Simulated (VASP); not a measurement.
A run of VASP 6.6.1 is set up as follows.

File INCAR:

```
PREC = Accurate
ENCUT = 500
EDIFF = 1E-6
ISMEAR = 0
SIGMA = 0.01
LREAL = F
LASPH = T
NELM = 120
ALGO = Normal
ISIF = 2
LWAVE = F
LCHARG = F
GGA = PS
NBANDS = 11
GGA_COMPAT = F
```

File KPOINTS:

```
Automatic mesh
0
Gamma
  8 8 8
```

POSCAR

```
Si
1.0
    2.7168096183      2.7168096183      0.0000000000
   -2.7168096183      2.7168096183      0.0000000000
    0.0000000000      2.7168096183      2.7168096183
Si
2
Direct
    0.2500000000      0.7500000000      0.5000000000
    0.0000000000      0.0000000000      0.0000000000
```

Potentials or basis: VASP PAW PBE potentials, release 64 (Si).

Command:

```sh
$ cat potpaw_PBE.64/Si/POTCAR > POTCAR
$ mpirun -np 1 vasp_std > vasp.out
```

(1) Predict the pressure.

(2) What does it give for the band gap on the k mesh?

Results:

(1) 0.1 GPa.

(2) 0.51 eV, indirect (least direct gap 2.52 eV).

Caveat: the PAW data sets were made with another functional, which shifts forces and pressure a little.
